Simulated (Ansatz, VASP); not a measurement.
## One calculation of ScIn2Se2, two programs

```xyz
10
Lattice="3.7935 0.0107 -0.3373 -1.8896 3.2919 0.3294 -1.9800 1.1053 21.4046" Properties=species:S:1:pos:R:3 pbc="T T T"
Sc    0.0004   -0.0057   -0.0019
Sc   -0.9906    0.5574   10.7045
In   -1.3363    0.7581    6.8113
In   -2.3181    1.3049   17.5041
In    0.3464   -0.2038    3.8907
In    1.2508    3.6554   14.5947
Se    0.7656    1.7394    9.0124
Se   -0.2193    2.2837   19.7092
Se    0.1489    2.1156    1.6821
Se   -0.8462    2.6766   12.3900
```

Change from the starting cell: cell x2, atoms moved at random (sigma 0.05 Å) and cell strained at random (1.5 %), then relaxed without symmetry.

Alike in both runs: functional PBE; k mesh 6 × 6 × 1; occupations gaussian, width 0.2 eV; no spin polarisation.

Ansatz relaxed the structure, and its values are those at the end. VASP's run is a single point on that final structure, the one shown.

```csv
,VASP,Ansatz
version,VASP 6.6.1,Ansatz 0.2.0
potentials or method,"VASP PAW PBE potentials, release 64 (Sc_sv, In_d, Se), cutoff 520 eV","scalar-relativistic, plane waves, PAW"
valence electrons in the cell,98,138
```

|  | VASP | Ansatz | Ansatz less VASP |
| --- | --- | --- | --- |
| gap on the k mesh at the Fermi level (eV) | none | none | - |
| pressure (GPa) | 0.1 | 0.0 | -0.06 |
| rms of the force components (eV/Å) | 0.011 | 0.007 | -0.0042 |

A gap of «none» marks a metal or a gap that the smearing closes. VASP's potentials hold 98 valence electrons a cell and Ansatz's 138, so a difference there can come from the potentials and not from the codes.
